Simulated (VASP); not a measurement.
A run of VASP 6.6.1:

The input POSCAR:

```
MnO
1.0
    0.0000000000      2.4369513096      2.4369513096
    2.4369513096      0.0000000000      2.4369513096
    2.4369513096      2.4369513096      0.0000000000
Mn O
1 1
Direct
    0.0000000000      0.0000000000      0.0000000000
    0.2500000000      0.2500000000      0.2500000000
```

Contents of INCAR.step1:

```
SYSTEM = MnO
PREC     = Accurate       ! precision mode
ENCUT    = 520            ! plane-wave cutoff, eV
EDIFF    = 1E-5           ! SCF threshold, eV
ISMEAR   = -1             ! smearing method
SIGMA    = 0.05           ! smearing width, eV
LREAL    = .False.        ! projectors in reciprocal space
LASPH    = .True.         ! aspherical terms in the spheres
NELM     = 150            ! most SCF steps
ALGO     = Normal         ! electronic algorithm
ISIF     = 2              ! what is computed and relaxed
LWAVE    = .True.         ! write WAVECAR
LCHARG   = .False.        ! write CHGCAR
ISPIN    = 2              ! spin polarisation
MAGMOM   = 4 0            ! initial moments
LORBIT   = 11             ! projections on sites
LMAXMIX  = 4              ! l up to which the mixer works
NBANDS   = 20             ! bands
GGA      = PE             ! functional
```

INCAR.step2

```
SYSTEM = MnO
PREC     = Accurate       ! precision mode
ENCUT    = 520            ! plane-wave cutoff, eV
EDIFF    = 1E-6           ! SCF threshold, eV
ISMEAR   = -1             ! smearing method
SIGMA    = 0.05           ! smearing width, eV
LREAL    = .False.        ! projectors in reciprocal space
LASPH    = .True.         ! aspherical terms in the spheres
NELM     = 150            ! most SCF steps
ALGO     = Normal         ! electronic algorithm
ISIF     = 2              ! what is computed and relaxed
LWAVE    = .False.        ! write WAVECAR
LCHARG   = .False.        ! write CHGCAR
ISPIN    = 2              ! spin polarisation
MAGMOM   = 4 0            ! initial moments
LORBIT   = 11             ! projections on sites
LMAXMIX  = 4              ! l up to which the mixer works
GGA      = PE             ! functional
LHFCALC  = .True.         ! exact exchange
AEXX     = 1.0            ! exact-exchange fraction
ALDAC    = 0.0          
AGGAC    = 0.0          
PRECFOCK = Normal       
NBANDS   = 20             ! bands
ISTART   = 1
```

File KPOINTS:

```
Automatic mesh
0
Gamma
  5 5 5
  0 0 0
```

Potentials or basis: VASP PAW PBE potentials, release 64 (Mn_pv, O).

Run with:

```sh
$ cat potpaw_PBE.64/Mn_pv/POTCAR potpaw_PBE.64/O/POTCAR > POTCAR
$ cp INCAR.step1 INCAR
$ mpirun -np 1 vasp_std > vasp.out
$ cp INCAR.step2 INCAR
$ mpirun -np 1 vasp_std > vasp.out
```

Hardware: 1 thread of Intel Xeon 8259CL, on a shared host.

**Question.** How long does it take, and how much memory?

**Answer.** It took 55 min on 1 thread of Intel Xeon 8259CL, with other jobs on the host, peak memory 0.19 GiB. Counts: k points 10.
